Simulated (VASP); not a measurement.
Pb:

```xyz
1
Lattice="0.0000 2.4416 2.4416 2.4416 0.0000 2.4416 2.4416 2.4416 0.0000" Properties=species:S:1:pos:R:3 pbc="T T T"
Pb    0.0000    0.0000    0.0000
```

Base run:

* Program: VASP 6.6.1
* Functional: revPBE
* Dispersion: D3(BJ)
* Potentials or basis: VASP PAW PBE potentials, release 64 (Pb_d)
* Cutoff: 520 eV
* k mesh: 9 × 9 × 9
* Occupations: fermi-dirac, width 0.05 eV
* Spin: no spin polarisation

Its results: band gap on the k mesh zero (band 7 reaches 15.60 eV, above the bottom of band 8 at 6.21 eV); pressure 1.4 GPa.

Task: The run is repeated on the same cell with these changes: functional from revPBE to r2SCAN. What comes out?

Result: Band gap on the k mesh zero (band 7 reaches 15.77 eV, above the bottom of band 8 at 5.96 eV); pressure 2.3 GPa.

Caveats: the PAW data sets were made with another functional, which shifts forces and pressure a little; spin-orbit coupling is left out, which moves the levels of the heavy elements; pairwise dispersion overbinds metals, which lowers pressure and volume.
